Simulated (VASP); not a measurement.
Crystal: Ag.

```
Ag
1.0
     5.56579    0.00000    0.00000
    -2.78290    4.82012    0.00000
     0.00000    0.00000    2.76371
Ag
4
Cartesian
  2.7829 0.0000 0.0000
  -1.3914 2.4101 0.0000
  1.3914 2.4101 0.0000
  0.0000 0.0000 1.3819
```

* Program: VASP 6.6.1
* Task: relaxation of cell and atoms
* Functional: PBE
* Potentials or basis: VASP PAW PBE potentials, release 64 (Ag)
* Cutoff: 600 eV
* k mesh: 12 × 12 × 16
* Occupations: gaussian, width 0.1 eV
* Spin: no spin polarisation

At the start: pressure 0.2 GPa; volume 18.54 Å³/atom.

**Question.** How do energy, volume and symmetry change on relaxing?

**Answer.** Over 5 steps the energy falls by 2.2 meV/atom and the volume is 18.57 Å³/atom (+0.2 %); space group P6/mmm (No. 191, to 0.05 Å).

Step by step:
```
step  energy change (eV)  largest force (eV/Å)  pressure (GPa)  volume (Å³)
   1              0.0000                0.0000            0.21        74.14
   2             -0.0085                0.0000           -0.08        74.39
   3             -0.0086                0.0000           -0.14        74.42
   4             -0.0086                0.0000           -0.12        74.42
   5             -0.0087                0.0000            0.05        74.26
```

Final structure:
```
Ag
1.0
     5.53404    0.00000    0.00000
    -2.76702    4.79262    0.00000
     0.00000    0.00000    2.80003
Ag
4
Direct
  0.50000 0.00000 0.00000
  0.00000 0.50000 0.00000
  0.50000 0.50000 0.00000
  0.00000 0.00000 0.50000
```
